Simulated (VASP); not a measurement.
# TaN (Fm-3m) in VASP: a series of runs

Runs on TaN. Level: LDA. Tasks: single point, relaxation of cell and atoms.

All numbers are computed with VASP 6.6.1; they aren't measurements. Logs are shortened: lines on timing, memory, paths and dates and some standing lists are left out, and cuts for length are marked.

## 1. The cell of the first run

The structure is cubic, space group Fm-3m (No. 225). Conventional cell: a = 4.349 Å, b = 4.349 Å, c = 4.349 Å, α = 90.00°, β = 90.00°, γ = 90.00°. Ta (site symmetry m-3m) has 6 N at 2.17 Å within 2.9 Å. N (site symmetry m-3m) has 6 Ta at 2.17 Å within 2.9 Å.

## 2. Single point, LDA

Input file INCAR:

```
SYSTEM = TaN
  PREC = Accurate
  ENCUT = 520
  EDIFF = 1E-6
  ISMEAR = -1
  SIGMA = 0.15
  LREAL = .False.
  LASPH = .True.
  NELM = 80
  ALGO = Normal
  ISIF = 2
  LWAVE = .False.
  LCHARG = .False.
  NBANDS = 15
```

Input file KPOINTS:

```
regular mesh
0
Gamma
  16 16 16
  0 0 0
```

Input file POSCAR:

```
TaN
1.0
    0.0000000000      2.1747153530      2.1747153530
    2.1747153530      0.0000000000      2.1747153530
    2.1747153530      2.1747153530      0.0000000000
Ta N
1 1
Direct
    0.5000000000      0.5000000000      0.5000000000
    0.0000000000      0.0000000000      0.0000000000
```

Potentials or basis: VASP PAW LDA potentials, release 64 (Ta_pv, N).

Run with:

```console
cat potpaw_LDA.64/Ta_pv/POTCAR potpaw_LDA.64/N/POTCAR > POTCAR
mpirun -np 1 vasp_std > vasp.out
```

OUTCAR:

```text
SYSTEM = TaN
   PREC = Accurate
   ENCUT = 520
   EDIFF = 1E-6
   ISMEAR = -1
   LREAL = .False.
   LASPH = .True.
   NELM = 80
   ISIF = 2

 ion  position               nearest neighbor table
   1  0.500  0.500  0.500-   2 2.17   2 2.17   2 2.17   2 2.17   2 2.17   2 2.17
   2  0.000  0.000  0.000-   1 2.17   1 2.17   1 2.17   1 2.17   1 2.17   1 2.17

  LATTYP: Found a face centered cubic cell.
 ALAT       =     4.3494307060

  Lattice vectors:

 A1 = (   0.0000000000,   2.1747153530,   2.1747153530)
 A2 = (   2.1747153530,   0.0000000000,   2.1747153530)
 A3 = (   2.1747153530,   2.1747153530,   0.0000000000)

Analysis of symmetry for initial positions (statically):
=====================================================================
 Subroutine PRICEL returns:
 Original cell was already a primitive cell.

 Routine SETGRP: Setting up the symmetry group for a
 face centered cubic supercell.

 Subroutine GETGRP returns: Found 48 space group operations
 (whereof 48 operations were pure point group operations)
 out of a pool of 48 trial point group operations.

The static configuration has the point symmetry O_h .

Analysis of symmetry for dynamics (positions and initial velocities):
=====================================================================
 Subroutine PRICEL returns:
 Original cell was already a primitive cell.

 Routine SETGRP: Setting up the symmetry group for a
 face centered cubic supercell.

 Subroutine GETGRP returns: Found 48 space group operations
 (whereof 48 operations were pure point group operations)
 out of a pool of 48 trial point group operations.

The dynamic configuration has the point symmetry O_h .

 Subroutine INISYM returns: Found 48 space group operations
 (whereof 48 operations are pure point group operations),
 and found     1 'primitive' translations

----------------------------------------------------------------------------------------

                                     Primitive cell

  volume of cell :      20.5701

  direct lattice vectors                    reciprocal lattice vectors
     0.000000000  2.174715353  2.174715353    -0.229915147  0.229915147  0.229915147
     2.174715353  0.000000000  2.174715353     0.229915147 -0.229915147  0.229915147
     2.174715353  2.174715353  0.000000000     0.229915147  0.229915147 -0.229915147

  length of vectors
     3.075511947  3.075511947  3.075511947     0.398224716  0.398224716  0.398224716

  position of ions in fractional coordinates (direct lattice)
     0.500000000  0.500000000  0.500000000
     0.000000000  0.000000000  0.000000000

  ion indices of the primitive-cell ions
   primitive index   ion index
                 1           1
                 2           2

----------------------------------------------------------------------------------------

 KPOINTS: regular mesh

Automatic generation of k-mesh.
 Grid dimensions read from file:
 generate k-points for:   16   16   16

 Generating k-lattice:

  Cartesian coordinates                     Fractional coordinates (reciprocal lattice)
    -0.014369697  0.014369697  0.014369697     0.062500000  0.000000000  0.000000000
     0.014369697 -0.014369697  0.014369697     0.000000000  0.062500000  0.000000000
     0.014369697  0.014369697 -0.014369697     0.000000000  0.000000000  0.062500000

  Length of vectors
     0.024889045  0.024889045  0.024889045

  Shift w.r.t. Gamma in fractional coordinates (k-lattice)
     0.000000000  0.000000000  0.000000000

 Subroutine IBZKPT returns following result:
 ===========================================

 Found    145 irreducible k-points:

 Following reciprocal coordinates:
            Coordinates               Weight
  0.000000  0.000000  0.000000      1.000000
  0.062500  0.000000  0.000000      8.000000
  0.125000  0.000000  0.000000      8.000000
  0.187500  0.000000  0.000000      8.000000
  0.250000  0.000000  0.000000      8.000000
  0.312500  0.000000  0.000000      8.000000
[... 16 lines left out ...]
 -0.125000  0.062500  0.000000     24.000000
 -0.062500  0.062500  0.000000     12.000000
 [... further k-points ...]
   k-points           NKPTS =    145   k-points in BZ     NKDIM =    145   number of bands    NBANDS=     15
   number of dos      NEDOS =    301   number of ions     NIONS =      2
   total plane-waves  NPLWV =  13824
   dimension x,y,z NGX =    24 NGY =   24 NGZ =   24
   dimension x,y,z NGXF=    48 NGYF=   48 NGZF=   48
   ions per type =               1   1
   NGX,Y,Z   is equivalent  to a cutoff of  12.97, 12.97, 12.97 a.u.
   NGXF,Y,Z  is equivalent  to a cutoff of  25.95, 25.95, 25.95 a.u.
 SYSTEM =  TaN
   PREC   = accura    normal or accurate (medium, high low for compatibility)
   ISTART =      0    job   : 0-new  1-cont  2-samecut
   ICHARG =      2    charge: 1-file 2-atom 10-const
   ISPIN  =      1    spin polarized calculation?
   LNONCOLLINEAR =      F non collinear calculations
   LSORBIT =      F    spin-orbit coupling
   LASPH  =      T    aspherical Exc in radial PAW
   ENCUT  =  520.0 eV  38.22 Ry    6.18 a.u.   5.72  5.72  5.72*2*pi/ulx,y,z
   NELM   =     80;   NELMIN=  2; NELMDL= -5     # of ELM steps
   EDIFF  = 0.1E-05   stopping-criterion for ELM
   LREAL  =      F    real-space projection
   EDIFFG = 0.1E-04   stopping-criterion for IOM
   NSW    =      0    number of steps for IOM
   IBRION =     -1    ionic relax: 0-MD 1-quasi-New 2-CG
   NFREE  =      0    steps in history (QN), initial steepest desc. (CG)
   ISIF   =      2    stress and relaxation
   ISYM   =      2    0-nonsym 1-usesym 2-fastsym
   POTIM  = 0.5000    time-step for ionic-motion
   TEBEG  =    0.0;   TEEND  =   0.0 temperature during run
   PSTRESS=    0.0 pullay stress
   NELECT =      16.0000    total number of electrons
   NUPDOWN=      -1.0000    fix difference up-down
   EMIN   =  10.00;   EMAX   =-10.00  energy-range for DOS
   EFERMI =   0.00;   METHOD = LEGACY
   ISMEAR =    -1;   SIGMA  =   0.15  broadening in eV -4-tet -1-fermi 0-gaus
   EFERMI_NEDOS =   21; number of points for ismear=-14 and -15
   IALGO  =     38    algorithm
   IMIX   =      4    mixing-type and parameters
     AMIX     =   0.40;   BMIX     =  1.00
     AMIX_MAG =   1.60;   BMIX_MAG =  1.00
  volume/ion in A,a.u.               =      10.29        69.41
  Fermi-wavevector in a.u.,A,eV,Ry     =   1.505575  2.845124 30.841090  2.266756
  Thomas-Fermi vector in A             =   2.616406
   LORBIT       =      0    0 simple, 1 ext, 2 COOP (PROOUT), +10 PAW based schemes
   GGA     = CA    functional components
   LHFCALC =     F    Hartree Fock is set to
   AEXX    =    0.0000 exact exchange contribution
   IVDW    =     0    specifies the selected vdW correction
   LEPSILON=     F    determine dielectric tensor
   LRPA    =     F    only Hartree local field effects (RPA)
 non-spin polarized calculation
  energy-cutoff  :      520.00
  volume of cell :       20.57
 maximum number of plane-waves:       568
   NGX = 11   NGY = 11   NGZ = 11

 number of electron      16.0000000 magnetization

 Free energy of the ion-electron system (eV)
  ---------------------------------------------------
  ext. energy  EPLUGINS =         0.00000000
  ---------------------------------------------------
  free energy    TOTEN  =       -24.17736933 eV

  energy without entropy =      -24.11759016  energy(sigma->0) =      -24.14747974

 E-fermi :   9.7760     XC(G=0): -13.8420

 val. band max:        9.7637285718   @ k =  -0.3125   0.3750   0.1875
 cond. band min:       9.7822900825   @ k =  -0.3125   0.3125   0.1250
 fundamental gap:      0.0185615107
 Fermi energy:         9.7760216000

 k-point     1 :       0.0000    0.0000    0.0000
  band No.  band energies     occupation
      1     -25.7091      2.00000
      2     -25.7091      2.00000
      3     -25.7091      2.00000
      4      -9.0969      2.00000
      5       5.9204      2.00000
      6       5.9204      2.00000
      7       5.9204      2.00000
      8       7.5588      2.00000
      9       7.5588      2.00000
     10       7.5588      2.00000
     11       9.7907      0.95099
     12       9.7907      0.95099
     13      11.8068      0.00000
     14      19.2801      0.00000
     15      21.2652      0.00000

 k-point     2 :       0.0625    0.0000    0.0000
  band No.  band energies     occupation
      1     -25.7501      2.00000
      2     -25.7127      2.00000
      3     -25.7127      2.00000
      4      -8.9931      2.00000
      5       5.3953      2.00000
      6       5.5526      2.00000
      7       5.5526      2.00000
      8       7.7256      2.00000
      9       7.7256      2.00000
     10       7.8105      2.00000
     11      10.2106      0.10458
     12      10.2106      0.10458
     13      12.0840      0.00000
     14      19.5877      0.00000
     15      21.2651      0.00000

 k-point     3 :       0.1250    0.0000    0.0000
  band No.  band energies     occupation
      1     -25.8653      2.00000
      2     -25.7230      2.00000
      3     -25.7230      2.00000
      4      -8.6935      2.00000
      5       4.3422      2.00000
      6       4.8045      2.00000
      7       4.8045      2.00000
      8       8.1087      1.99997
      9       8.1087      1.99997
     10       8.1827      1.99995
     11      11.2205      0.00013
     12      11.2205      0.00013
     13      12.7981      0.00000
     14      20.4423      0.00000
     15      21.2649      0.00000
[... 343 lines left out ...]
 k-point    23 :      -0.1250    0.0625    0.0000
  band No.  band energies     occupation
      1     -25.9320      2.00000
      2     -25.7592      2.00000
      3     -25.7178      2.00000
      4      -8.4786      2.00000
      5       3.6710      2.00000
      6       4.2215      2.00000
      7       4.7309      2.00000
      8       8.0488      1.99998
      9       8.3067      1.99989
     10       8.9108      1.99377
     11      10.9266      0.00093
     12      12.3731      0.00000
     13      13.4215      0.00000
     14      21.0447      0.00000
     15      21.2647      0.00000

 k-point    24 :      -0.0625    0.0625    0.0000
  band No.  band energies     occupation
      1     -25.8068      2.00000
      2     -25.7346      2.00000
      3     -25.7113      2.00000
      4      -8.8261      2.00000
      5       4.6819      2.00000
      6       4.9700      2.00000
      7       5.3362      2.00000
      8       7.7403      2.00000
      9       7.9894      1.99999
     10       8.3034      1.99989
     11      10.2687      0.07223
     12      11.1501      0.00021
     13      12.5645      0.00000
     14      20.0770      0.00000
     15      21.2650      0.00000

 [... further k-points ...]
[... 5 lines left out ...]
  --------------------------------------------------------------------------------------
  -------------------------------------------------------------------------------------
  Total        0.2641556      0.2641556      0.2641556      0.0000000     -0.0000000     -0.0000000
  in kB       20.5746835     20.5746835     20.5746835      0.0000000     -0.0000000     -0.0000000
  external PRESSURE =      20.5746835 kB  Pullay stress =       0.0000000 kB

 VOLUME and BASIS-vectors are now :
 -----------------------------------------------------------------------------
  energy-cutoff  :      520.00
  volume of cell :       20.57
      direct lattice vectors                 reciprocal lattice vectors
     0.000000000  2.174715353  2.174715353    -0.229915147  0.229915147  0.229915147
     2.174715353  0.000000000  2.174715353     0.229915147 -0.229915147  0.229915147
     2.174715353  2.174715353  0.000000000     0.229915147  0.229915147 -0.229915147

 POSITION                                       TOTAL-FORCE (eV/Angst)
 -----------------------------------------------------------------------------------
      2.17472      2.17472      2.17472         0.000000      0.000000     -0.000000
      0.00000      0.00000      0.00000        -0.000000     -0.000000      0.000000
 -----------------------------------------------------------------------------------
    total drift:                                0.000000     -0.000000     -0.000000

  FREE ENERGIE OF THE ION-ELECTRON SYSTEM (eV)
  ---------------------------------------------------
  free  energy   TOTEN  =       -24.1773693267 eV

  energy  without entropy=      -24.1175901581  energy(sigma->0) =      -24.14747974
```

It took 19 s on 1 thread of AMD EPYC 9R45 (Zen 5), shared host; peak memory 0.13 GiB.

Results:

```yaml
Free_energy: -24.1774 eV
Pressure: 2.1 GPa
Band_gap_on_the_k_mesh: zero (band 8 reaches 11.77 eV, above the bottom of band 9 at 7.56 eV)
```

Levels at points of the mesh, in eV from the Fermi level:
```tsv
k point	band 4	band 5	band 6	band 7	band 8	band 9	band 10	band 11	band 12	band 13
(0.00, 0.00, 0.00)	-18.87	-3.86	-3.86	-3.86	-2.22	-2.22	-2.22	0.01	0.01	2.03
(0.50, 0.00, 0.00)	-15.55	-10.60	-7.80	-7.80	1.99	1.99	2.11	4.07	7.87	7.87
(0.50, 0.50, 0.00)	-17.60	-6.59	-5.69	-4.63	-4.63	2.17	3.73	3.73	4.99	7.17
```

Caveat: spin-orbit coupling is left out, which moves the levels of the heavy elements.

## 3. Relaxation of cell and atoms, LDA

Input file INCAR:

```
PREC = Accurate
ENCUT = 600
EDIFF = 1E-6
ISMEAR = -1
SIGMA = 0.15
LREAL = False
LASPH = True
NELM = 60
ALGO = Normal
ISIF = 3
LWAVE = False
LCHARG = False
IBRION = 2
NSW = 80
EDIFFG = -0.001
```

Input file KPOINTS:

```
regular mesh
0
Gamma
  16 16 16
```

Input file POSCAR:

```
TaN
1.0
    0.0000000000      2.1743265507      2.1743265507
    2.1743265507      0.0000000000      2.1743265507
    2.1743265507      2.1743265507      0.0000000000
Ta N
1 1
Direct
    0.5000000000      0.5000000000      0.5000000000
    0.0000000000      0.0000000000      0.0000000000
```

Potentials or basis: VASP PAW LDA potentials, release 64 (Ta_pv, N).

Run with:

```console
cat potpaw_LDA.64/Ta_pv/POTCAR potpaw_LDA.64/N/POTCAR > POTCAR
mpirun -np 1 vasp_std > vasp.out
```

Run time: 79 s. Hardware: 1 thread of AMD EPYC 9R45 (Zen 5), shared host; peak memory 0.16 GiB.

It converged, with:

| Item | Value |
| --- | --- |
| Free energy | -24.1787 eV |
| Relaxed volume | 10.34 Å³/atom |
| Relaxed cell | a = 3.081 Å, b = 3.081 Å, c = 3.081 Å, α = 60.00°, β = 60.00°, γ = 60.00° |
| Space group after relaxing (to 0.05 Å) | Fm-3m (No. 225) |
| Energy gained by relaxing | 0.4 meV/atom |
| Ionic steps | 8 |
| Pressure after relaxing | 0.0 GPa |
| Band gap on the k mesh | zero (band 8 reaches 11.69 eV, above the bottom of band 9 at 7.51 eV) |

The path:
| step | energy change (eV) | largest force (eV/Å) | pressure (GPa) | volume (Å³) |
| --- | --- | --- | --- | --- |
| 1 | 0.0000 | 0.0000 | 2.22 | 20.56 |
| 2 | 0.0043 | 0.0000 | -5.30 | 20.99 |
| 3 | -0.0008 | 0.0000 | -0.02 | 20.68 |
| 4 | -0.0008 | 0.0000 | -0.02 | 20.68 |
| 5 | -0.0006 | 0.0000 | 1.06 | 20.62 |
| 6 | -0.0008 | 0.0000 | 0.14 | 20.68 |
| 7 | -0.0008 | 0.0000 | 0.10 | 20.68 |
| 8 | -0.0008 | 0.0000 | 0.00 | 20.68 |

Final structure:
```
Ta N
1.0
     0.00000    2.17859    2.17859
     2.17859    0.00000    2.17859
     2.17859    2.17859    0.00000
Ta N
1 1
Direct
  0.50000 0.50000 0.50000
  0.00000 0.00000 0.00000
```

Levels at points of the mesh, in eV from the Fermi level:
| k point | band 4 | band 5 | band 6 | band 7 | band 8 | band 9 | band 10 | band 11 | band 12 |
| --- | --- | --- | --- | --- | --- | --- | --- | --- | --- |
| (0.00, 0.00, 0.00) | -18.83 | -3.84 | -3.84 | -3.84 | -2.20 | -2.20 | -2.20 | 0.01 | 0.01 |
| (0.50, 0.00, 0.00) | -15.54 | -10.55 | -7.76 | -7.76 | 1.98 | 1.98 | 2.09 | 4.05 | 7.81 |
| (0.50, 0.50, 0.00) | -17.55 | -6.58 | -5.66 | -4.62 | -4.62 | 2.15 | 3.70 | 3.70 | 4.93 |

Caveat: spin-orbit coupling is left out, which moves the levels of the heavy elements.
